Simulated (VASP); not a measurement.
Here is a VASP 6.6.1 calculation.

File INCAR:

```
SYSTEM = Pb
PREC = Accurate ; ENCUT = 520
EDIFF = 1E-6 ; ISMEAR = -1
SIGMA = 0.05 ; LREAL = .False.
LASPH = .True. ; NELM = 80
ALGO = Normal ; ISIF = 2
LWAVE = .False. ; LCHARG = .False.
GGA = PE ; NBANDS = 13
```

Contents of KPOINTS:

```
regular mesh
0
Gamma
  8 8 8
  0 0 0
```

Contents of POSCAR:

```
Pb
1.0
   -0.0495004000      2.4750200000      2.4750200000
    2.4750200000     -0.0495004000      2.4750200000
    2.4255196000      2.4255196000      0.0000000000
Pb
1
Direct
    0.0000000000      0.0000000000      0.0000000000
```

Potentials or basis: VASP PAW PBE potentials, release 64 (Pb_d).

Launch:

```console
$ cat potpaw_PBE.64/Pb_d/POTCAR > POTCAR
$ mpirun -np 1 vasp_std > vasp.out
```

(1) Predict the pressure.

(2) Predict the band gap on the k mesh.

## Answers

(1) 2.5 GPa.

(2) zero (band 7 reaches 14.27 eV, above the bottom of band 8 at 5.93 eV).

Caveat: spin-orbit coupling is left out, which moves the levels of the heavy elements.
